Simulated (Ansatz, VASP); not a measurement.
HfN in VASP and in Ansatz

Contents of INCAR:

```
PREC     = Accurate       # precision mode
ENCUT    = 600            # plane-wave cutoff, eV
EDIFF    = 1E-6           # SCF threshold, eV
ISMEAR   = -1             # smearing method
SIGMA    = 0.01           # smearing width, eV
LREAL    = F              # projectors in reciprocal space
LASPH    = T              # aspherical terms in the spheres
NELM     = 120            # most SCF steps
ALGO     = Normal         # electronic algorithm
ISIF     = 2              # what is computed and relaxed
LWAVE    = F              # write WAVECAR
LCHARG   = F              # write CHGCAR
GGA      = PS             # functional
NBANDS   = 14             # bands
GGA_COMPAT= F
```

Contents of KPOINTS:

```
Automatic mesh
0
Gamma
  10 10 10
```

The input POSCAR:

```
HfN
1.0
    0.0000000000      2.2590000000      2.2364100000
    2.2590000000      0.0000000000      2.2364100000
    2.2590000000      2.2590000000      0.0000000000
Hf N
1 1
Direct
    0.0000000000      0.0000000000      0.0000000000
    0.5000000000      0.5000000000      0.5000000000
```

Input for Ansatz:

```yaml
crystal:
  lattice:
    - [0.0, 2.259, 2.23641]
    - [2.259, 0.0, 2.23641]
    - [2.259, 2.259, 0.0]
  atoms:
    - { symbol: Hf, position: [0.0, 0.0, 0.0] }
    - { symbol: "N", position: [0.5, 0.5, 0.5] }
kpoints:
  mp_grid: { grid: [10, 10, 10] }
  band_path:
    path:
      - [0.0, 0.0, 0.0]
      - [0.0, 0.5, 0.5]
      - [0.25, 0.75, 0.5]
      - [0.0, 0.5, 0.0]
      - [0.0, 0.0, 0.0]
      - [0.5, 0.5, 0.0]
      - [0.3775380063, 0.6224619937, 0.0]
      - [-0.3775380063, 0.3775380063, 0.0]
      - [0.0, 0.0, 0.0]
    npoints: 5
scf:
  occupations: { method: fermi_dirac, width: 0.01 }
hamiltonian:
  xc: pbesol
  pseudopotentials: { kind: all_electron, lapw: { basis_error: 0.0005 } }
output:
  forces: true
  stress: true
  eigenvalues: true
```

Change from the starting cell: zz strain of -1 %.

Alike in both runs: task single point; functional PBEsol; k mesh 10 × 10 × 10; occupations fermi-dirac, width 0.01 eV; no spin polarisation.

```csv
,VASP,Ansatz
version,VASP 6.6.1,Ansatz 0.2.0
potentials or method,"VASP PAW PBE potentials, release 64 (Hf_pv, N), cutoff 600 eV","all-electron LAPW, scalar-relativistic"
```

|  | VASP | Ansatz | Ansatz less VASP |
| --- | --- | --- | --- |
| pressure (GPa) | -2.4 | -0.1 | +2.32 |
| traceless stress, the component that is largest in VASP (GPa) | 3.22 | 3.15 | -0.061 |

VASP's potentials were made for PBE, not for PBEsol. Ansatz ran all-electron here, and VASP with PAW potentials.

Neither program's run includes spin-orbit coupling.
